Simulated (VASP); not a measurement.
# SnSe2 (Fm-3m) in VASP: a series of runs

The runs below take SnSe2 through single point, with PBE.

Program: VASP 6.6.1. These are calculated values, not measurements. Logs are shortened: lines on timing, memory, paths and dates and some standing lists are left out, and cuts for length are marked.

## 1. The cell of the first run

Symmetry: Fm-3m, No. 225, cubic system. Conventional cell: a = 6.686 Å, b = 6.686 Å, c = 6.686 Å, α = 90.00°, β = 90.00°, γ = 90.00°. Within 3.8 Å of Sn (site symmetry m-3m) lie 8 Se at 2.90 Å. Se (site symmetry -43m) has 4 Sn at 2.90 Å and 6 Se at 3.34 Å within 3.8 Å.

## 2. Single point, PBE

File INCAR:

```
SYSTEM = SnSe2
  PREC = Accurate
  ENCUT = 500
  EDIFF = 1E-6
  ISMEAR = -1
  SIGMA = 0.02
  LREAL = .FALSE.
  LASPH = .TRUE.
  NELM = 120
  ALGO = Normal
  ISIF = 2
  LWAVE = .FALSE.
  LCHARG = .FALSE.
  GGA = PE
  NBANDS = 20
  GGA_COMPAT = .FALSE.
```

File KPOINTS:

```
Automatic mesh
0
G
  6 6 6
  0 0 0
```

File POSCAR:

```
SnSe2
1.0
    0.0000000000      3.3432231785      3.3432231785
    3.3432231785      0.0000000000      3.3432231785
    3.3432231785      3.3432231785      0.0000000000
Sn Se
1 2
Direct
    0.0000000000      0.0000000000      0.0000000000
    0.2500000000      0.2500000000      0.2500000000
    0.7500000000      0.7500000000      0.7500000000
```

Potentials or basis: VASP PAW PBE potentials, release 64 (Sn_d, Se).

Command:

```sh
> cat potpaw_PBE.64/Sn_d/POTCAR potpaw_PBE.64/Se/POTCAR > POTCAR
> mpirun -np 1 vasp_std > vasp.out
```

OUTCAR:

```text
SYSTEM = SnSe2
   PREC = Accurate
   ENCUT = 500
   EDIFF = 1E-6
   ISMEAR = -1
   LREAL = .FALSE.
   LASPH = .TRUE.
   NELM = 120
   ISIF = 2
   GGA = PE

 ion  position               nearest neighbor table
   1  0.000  0.000  0.000-   3 2.90   3 2.90   3 2.90   2 2.90   3 2.90   2 2.90   2 2.90   2 2.90

   2  0.250  0.250  0.250-   1 2.90   1 2.90   1 2.90   1 2.90
   3  0.750  0.750  0.750-   1 2.90   1 2.90   1 2.90   1 2.90

  LATTYP: Found a face centered cubic cell.
 ALAT       =     6.6864463570

  Lattice vectors:

 A1 = (   0.0000000000,   3.3432231785,   3.3432231785)
 A2 = (   3.3432231785,   0.0000000000,   3.3432231785)
 A3 = (   3.3432231785,   3.3432231785,   0.0000000000)

Analysis of symmetry for initial positions (statically):
=====================================================================
 Subroutine PRICEL returns:
 Original cell was already a primitive cell.

 Routine SETGRP: Setting up the symmetry group for a
 face centered cubic supercell.

 Subroutine GETGRP returns: Found 48 space group operations
 (whereof 48 operations were pure point group operations)
 out of a pool of 48 trial point group operations.

The static configuration has the point symmetry O_h .

Analysis of symmetry for dynamics (positions and initial velocities):
=====================================================================
 Subroutine PRICEL returns:
 Original cell was already a primitive cell.

 Routine SETGRP: Setting up the symmetry group for a
 face centered cubic supercell.

 Subroutine GETGRP returns: Found 48 space group operations
 (whereof 48 operations were pure point group operations)
 out of a pool of 48 trial point group operations.

The dynamic configuration has the point symmetry O_h .

 Subroutine INISYM returns: Found 48 space group operations
 (whereof 48 operations are pure point group operations),
 and found     1 'primitive' translations

----------------------------------------------------------------------------------------

                                     Primitive cell

  volume of cell :      74.7354

  direct lattice vectors                    reciprocal lattice vectors
     0.000000000  3.343223179  3.343223179    -0.149556273  0.149556273  0.149556273
     3.343223179  0.000000000  3.343223179     0.149556273 -0.149556273  0.149556273
     3.343223179  3.343223179  0.000000000     0.149556273  0.149556273 -0.149556273

  length of vectors
     4.728031561  4.728031561  4.728031561     0.259039064  0.259039064  0.259039064

  position of ions in fractional coordinates (direct lattice)
     0.000000000  0.000000000  0.000000000
     0.250000000  0.250000000  0.250000000
     0.750000000  0.750000000  0.750000000

  ion indices of the primitive-cell ions
   primitive index   ion index
                 1           1
                 2           2
                 3           3

----------------------------------------------------------------------------------------

 KPOINTS: Automatic mesh

Automatic generation of k-mesh.
 Grid dimensions read from file:
 generate k-points for:    6    6    6

 Generating k-lattice:

  Cartesian coordinates                     Fractional coordinates (reciprocal lattice)
    -0.024926046  0.024926046  0.024926046     0.166666667  0.000000000  0.000000000
     0.024926046 -0.024926046  0.024926046     0.000000000  0.166666667  0.000000000
     0.024926046  0.024926046 -0.024926046     0.000000000  0.000000000  0.166666667

  Length of vectors
     0.043173177  0.043173177  0.043173177

  Shift w.r.t. Gamma in fractional coordinates (k-lattice)
     0.000000000  0.000000000  0.000000000

 Subroutine IBZKPT returns following result:
 ===========================================

 Found     16 irreducible k-points:

 Following reciprocal coordinates:
            Coordinates               Weight
  0.000000  0.000000  0.000000      1.000000
  0.166667  0.000000  0.000000      8.000000
  0.333333  0.000000  0.000000      8.000000
  0.500000  0.000000  0.000000      4.000000
  0.166667  0.166667  0.000000      6.000000
  0.333333  0.166667  0.000000     24.000000
[... 8 lines left out ...]
 -0.333333  0.333333  0.166667     24.000000
 -0.333333  0.500000  0.166667     12.000000
   k-points           NKPTS =     16   k-points in BZ     NKDIM =     16   number of bands    NBANDS=     20
   number of dos      NEDOS =    301   number of ions     NIONS =      3
   total plane-waves  NPLWV =  46656
   dimension x,y,z NGX =    36 NGY =   36 NGZ =   36
   dimension x,y,z NGXF=    72 NGYF=   72 NGZF=   72
   ions per type =               1   2
   NGX,Y,Z   is equivalent  to a cutoff of  12.66, 12.66, 12.66 a.u.
   NGXF,Y,Z  is equivalent  to a cutoff of  25.32, 25.32, 25.32 a.u.
 SYSTEM =  SnSe2
   PREC   = accura    normal or accurate (medium, high low for compatibility)
   ISTART =      0    job   : 0-new  1-cont  2-samecut
   ICHARG =      2    charge: 1-file 2-atom 10-const
   ISPIN  =      1    spin polarized calculation?
   LNONCOLLINEAR =      F non collinear calculations
   LSORBIT =      F    spin-orbit coupling
   LASPH  =      T    aspherical Exc in radial PAW
   ENCUT  =  500.0 eV  36.75 Ry    6.06 a.u.   8.62  8.62  8.62*2*pi/ulx,y,z
   NELM   =    120;   NELMIN=  2; NELMDL= -5     # of ELM steps
   EDIFF  = 0.1E-05   stopping-criterion for ELM
   LREAL  =      F    real-space projection
   EDIFFG = 0.1E-04   stopping-criterion for IOM
   NSW    =      0    number of steps for IOM
   IBRION =     -1    ionic relax: 0-MD 1-quasi-New 2-CG
   NFREE  =      0    steps in history (QN), initial steepest desc. (CG)
   ISIF   =      2    stress and relaxation
   ISYM   =      2    0-nonsym 1-usesym 2-fastsym
   POTIM  = 0.5000    time-step for ionic-motion
   TEBEG  =    0.0;   TEEND  =   0.0 temperature during run
   PSTRESS=    0.0 pullay stress
   NELECT =      26.0000    total number of electrons
   NUPDOWN=      -1.0000    fix difference up-down
   EMIN   =  10.00;   EMAX   =-10.00  energy-range for DOS
   EFERMI =   0.00;   METHOD = LEGACY
   ISMEAR =    -1;   SIGMA  =   0.02  broadening in eV -4-tet -1-fermi 0-gaus
   EFERMI_NEDOS =   21; number of points for ismear=-14 and -15
   IALGO  =     38    algorithm
   IMIX   =      4    mixing-type and parameters
     AMIX     =   0.40;   BMIX     =  1.00
     AMIX_MAG =   1.60;   BMIX_MAG =  1.00
  volume/ion in A,a.u.               =      24.91       168.11
  Fermi-wavevector in a.u.,A,eV,Ry     =   1.151394  2.175819 18.037350  1.325708
  Thomas-Fermi vector in A             =   2.288052
   LORBIT       =      0    0 simple, 1 ext, 2 COOP (PROOUT), +10 PAW based schemes
   GGA     = PE    functional components
   LHFCALC =     F    Hartree Fock is set to
   AEXX    =    0.0000 exact exchange contribution
   IVDW    =     0    specifies the selected vdW correction
   LEPSILON=     F    determine dielectric tensor
   LRPA    =     F    only Hartree local field effects (RPA)
 non-spin polarized calculation
  energy-cutoff  :      500.00
  volume of cell :       74.74
 maximum number of plane-waves:      1917
 NGX is ok and might be reduce to    36
   NGX = 17   NGY = 17   NGZ = 17

 number of electron      26.0000005 magnetization

 Free energy of the ion-electron system (eV)
  ---------------------------------------------------
  ext. energy  EPLUGINS =         0.00000000
  ---------------------------------------------------
  free energy    TOTEN  =       -10.45915131 eV

  energy without entropy =      -10.45176191  energy(sigma->0) =      -10.45545661

 E-fermi :   5.2145     XC(G=0):  -9.7263

 val. band max:        5.1857928314   @ k =  -0.3333   0.3333   0.1667
 cond. band min:       5.2213532172   @ k =   0.5000   0.3333   0.1667
 fundamental gap:      0.0355603858
 Fermi energy:         5.2144764155

 k-point     1 :       0.0000    0.0000    0.0000
  band No.  band energies     occupation
      1     -16.3130      2.00000
      2     -16.3130      2.00000
      3     -16.3130      2.00000
      4     -16.2904      2.00000
      5     -16.2904      2.00000
      6      -9.2750      2.00000
[... 12 lines left out ...]
     19      11.0350      0.00000
     20      11.8545      0.00000

 k-point     2 :       0.1667    0.0000    0.0000
  band No.  band energies     occupation
      1     -16.3151      2.00000
      2     -16.3117      2.00000
      3     -16.3117      2.00000
      4     -16.2903      2.00000
      5     -16.2903      2.00000
      6      -9.0826      2.00000
[... 12 lines left out ...]
     19      11.7663      0.00000
     20      12.7598      0.00000

 k-point     3 :       0.3333    0.0000    0.0000
  band No.  band energies     occupation
      1     -16.3196      2.00000
      2     -16.3094      2.00000
      3     -16.3094      2.00000
      4     -16.2898      2.00000
      5     -16.2898      2.00000
      6      -8.5316      2.00000
[... 12 lines left out ...]
     19      13.2013      0.00000
     20      13.2013      0.00000

 k-point     4 :       0.5000    0.0000    0.0000
  band No.  band energies     occupation
      1     -16.3218      2.00000
      2     -16.3084      2.00000
      3     -16.3084      2.00000
      4     -16.2894      2.00000
      5     -16.2894      2.00000
      6      -7.7812      2.00000
[... 12 lines left out ...]
     19      12.9427      0.00000
     20      12.9427      0.00000

 k-point     5 :       0.1667    0.1667    0.0000
  band No.  band energies     occupation
      1     -16.3173      2.00000
      2     -16.3104      2.00000
      3     -16.3104      2.00000
      4     -16.2911      2.00000
      5     -16.2896      2.00000
      6      -9.0240      2.00000
[... 12 lines left out ...]
     19      12.2921      0.00000
     20      13.1634      0.00000
[... 169 lines left out ...]
      6      -7.9675      2.00000
[... 12 lines left out ...]
     19      12.7147      0.00000
     20      13.9316      0.00000

 k-point    14 :       0.5000    0.3333    0.1667
  band No.  band energies     occupation
      1     -16.3211      2.00000
      2     -16.3102      2.00000
      3     -16.3055      2.00000
      4     -16.2915      2.00000
      5     -16.2888      2.00000
      6      -8.1578      2.00000
[... 12 lines left out ...]
     19      13.4086      0.00000
     20      14.4939      0.00000

 k-point    15 :      -0.3333    0.3333    0.1667
  band No.  band energies     occupation
      1     -16.3177      2.00000
      2     -16.3146      2.00000
      3     -16.3042      2.00000
      4     -16.2912      2.00000
      5     -16.2891      2.00000
      6      -7.5729      2.00000
[... 12 lines left out ...]
     19      13.9145      0.00000
     20      14.6581      0.00000

 k-point    16 :      -0.3333    0.5000    0.1667
  band No.  band energies     occupation
      1     -16.3236      2.00000
      2     -16.3097      2.00000
      3     -16.3026      2.00000
      4     -16.2922      2.00000
      5     -16.2883      2.00000
      6      -7.7421      2.00000
[... 12 lines left out ...]
     19      13.9493      0.00000
     20      13.9805      0.00000

------------------------ aborting loop because EDIFF is reached ----------------------------------------

  FORCE on cell =-STRESS in cart. coord.  units (eV):
  Direction    XX          YY          ZZ          XY          YZ          ZX
  --------------------------------------------------------------------------------------
  -------------------------------------------------------------------------------------
  Total        2.3722733      2.3722733      2.3722733      0.0000000     -0.0000000     -0.0000000
  in kB       50.8568192     50.8568192     50.8568192      0.0000000     -0.0000000     -0.0000000
  external PRESSURE =      50.8568192 kB  Pullay stress =       0.0000000 kB

 VOLUME and BASIS-vectors are now :
 -----------------------------------------------------------------------------
  energy-cutoff  :      500.00
  volume of cell :       74.74
      direct lattice vectors                 reciprocal lattice vectors
     0.000000000  3.343223179  3.343223179    -0.149556273  0.149556273  0.149556273
     3.343223179  0.000000000  3.343223179     0.149556273 -0.149556273  0.149556273
     3.343223179  3.343223179  0.000000000     0.149556273  0.149556273 -0.149556273

 POSITION                                       TOTAL-FORCE (eV/Angst)
 -----------------------------------------------------------------------------------
      0.00000      0.00000      0.00000        -0.000000      0.000000     -0.000000
      1.67161      1.67161      1.67161         0.000000     -0.000000      0.000000
      5.01483      5.01483      5.01483         0.000000     -0.000000      0.000000
 -----------------------------------------------------------------------------------
    total drift:                               -0.000000      0.000000      0.000000

  FREE ENERGIE OF THE ION-ELECTRON SYSTEM (eV)
  ---------------------------------------------------
  free  energy   TOTEN  =       -10.4591513129 eV

  energy  without entropy=      -10.4517619122  energy(sigma->0) =      -10.45545661
```

Wall time 9.2 s (1 thread of Intel Xeon 6975P-C (Granite Rapids), shared host); peak memory 0.2 GiB.

What came out:

```yaml
Free_energy: -10.4592 eV
Pressure: 5.1 GPa
Band_gap_on_the_k_mesh: zero (bands 13 and 14 overlap by 1.93 eV)
```

Levels at points of the mesh, in eV from the Fermi level:
```csv
k point,band 11,band 12,band 13,band 14,band 15,band 16
"(0.00, 0.00, 0.00)",-3.10,-1.62,-1.62,-1.62,1.90,1.90
"(0.50, 0.00, 0.00)",-3.14,-2.28,-2.28,1.27,4.15,4.15
"(0.50, 0.50, 0.00)",-1.33,0.19,0.19,0.73,2.78,5.57
```

Caveat: the cell stands under pressure; spin-orbit coupling is left out, which moves the levels of the heavy elements.

## 3. Single point, PBE

This run uses another cell than the first one, of 27.25 Å³/atom.

File INCAR:

```
SYSTEM = SnSe2
PREC = Accurate
ENCUT = 500
EDIFF = 1E-6
ISMEAR = -1
SIGMA = 0.02
LREAL = .FALSE.
LASPH = .TRUE.
NELM = 120
ALGO = Normal
ISIF = 2
LWAVE = .FALSE.
LCHARG = .FALSE.
GGA = PE
NBANDS = 20
GGA_COMPAT = .FALSE.
```

File KPOINTS:

```
regular mesh
0
G
  6 6 6
  0 0 0
```

File POSCAR:

```
SnSe2
1.0
    0.0000000000      3.4446259920      3.4446259920
    3.4446259920      0.0000000000      3.4446259920
    3.4446259920      3.4446259920      0.0000000000
Sn Se
1 2
Direct
    0.0000000000      0.0000000000      0.0000000000
    0.2500000000      0.2500000000      0.2500000000
    0.7500000000      0.7500000000      0.7500000000
```

Potentials or basis: VASP PAW PBE potentials, release 64 (Sn_d, Se).

Command:

```sh
> cat potpaw_PBE.64/Sn_d/POTCAR potpaw_PBE.64/Se/POTCAR > POTCAR
> mpirun -np 1 vasp_std > vasp.out
```

OUTCAR:

```text
SYSTEM = SnSe2
   PREC = Accurate
   ENCUT = 500
   EDIFF = 1E-6
   ISMEAR = -1
   LREAL = .FALSE.
   LASPH = .TRUE.
   NELM = 120
   ISIF = 2
   GGA = PE

 ion  position               nearest neighbor table
   1  0.000  0.000  0.000-   3 2.98   3 2.98   3 2.98   2 2.98   2 2.98   2 2.98   3 2.98   2 2.98

   2  0.250  0.250  0.250-   1 2.98   1 2.98   1 2.98   1 2.98
   3  0.750  0.750  0.750-   1 2.98   1 2.98   1 2.98   1 2.98

  LATTYP: Found a face centered cubic cell.
 ALAT       =     6.8892519840

  Lattice vectors:

 A1 = (   0.0000000000,   3.4446259920,   3.4446259920)
 A2 = (   3.4446259920,   0.0000000000,   3.4446259920)
 A3 = (   3.4446259920,   3.4446259920,   0.0000000000)

Analysis of symmetry for initial positions (statically):
=====================================================================
 Subroutine PRICEL returns:
 Original cell was already a primitive cell.

 Routine SETGRP: Setting up the symmetry group for a
 face centered cubic supercell.

[... 154 lines left out ...]
  free energy    TOTEN  =       -10.56071490 eV

  energy without entropy =      -10.55083681  energy(sigma->0) =      -10.55577585

 E-fermi :   4.1905     XC(G=0):  -9.3179

 val. band max:        4.1862045633   @ k =  -0.3333   0.3333   0.1667
 cond. band min:       4.2122145098   @ k =   0.5000   0.3333   0.1667
 fundamental gap:      0.0260099465
 Fermi energy:         4.1905450111

 k-point     1 :       0.0000    0.0000    0.0000
  band No.  band energies     occupation
      1     -17.1668      2.00000
      2     -17.1668      2.00000
      3     -17.1668      2.00000
      4     -17.1539      2.00000
      5     -17.1539      2.00000
      6      -9.6505      2.00000
[... 357 lines left out ...]
     19      12.8074      0.00000
     20      12.8980      0.00000

------------------------ aborting loop because EDIFF is reached ----------------------------------------

  FORCE on cell =-STRESS in cart. coord.  units (eV):
  Direction    XX          YY          ZZ          XY          YZ          ZX
  --------------------------------------------------------------------------------------
  -------------------------------------------------------------------------------------
  Total        0.0110105      0.0110105      0.0110105     -0.0000000      0.0000000      0.0000000
  in kB        0.2158046      0.2158046      0.2158046     -0.0000000      0.0000000      0.0000000
  external PRESSURE =       0.2158046 kB  Pullay stress =       0.0000000 kB

 VOLUME and BASIS-vectors are now :
 -----------------------------------------------------------------------------
  energy-cutoff  :      500.00
  volume of cell :       81.74
      direct lattice vectors                 reciprocal lattice vectors
     0.000000000  3.444625992  3.444625992    -0.145153640  0.145153640  0.145153640
     3.444625992  0.000000000  3.444625992     0.145153640 -0.145153640  0.145153640
     3.444625992  3.444625992  0.000000000     0.145153640  0.145153640 -0.145153640

 POSITION                                       TOTAL-FORCE (eV/Angst)
 -----------------------------------------------------------------------------------
      0.00000      0.00000      0.00000        -0.000000     -0.000000     -0.000000
      1.72231      1.72231      1.72231        -0.000000     -0.000000     -0.000000
      5.16694      5.16694      5.16694         0.000000      0.000000      0.000000
 -----------------------------------------------------------------------------------
    total drift:                               -0.000000      0.000000      0.000000

  FREE ENERGIE OF THE ION-ELECTRON SYSTEM (eV)
  ---------------------------------------------------
  free  energy   TOTEN  =       -10.5607149012 eV

  energy  without entropy=      -10.5508368060  energy(sigma->0) =      -10.55577585
```

It took 11 s on 1 thread of Intel Xeon 6975P-C (Granite Rapids), shared host; peak memory 0.2 GiB.

What came out:

```yaml
Free_energy: -10.5607 eV
Pressure: 0.0 GPa
Band_gap_on_the_k_mesh: zero (bands 13 and 14 overlap by 1.66 eV)
```

Caveat: spin-orbit coupling is left out, which moves the levels of the heavy elements.
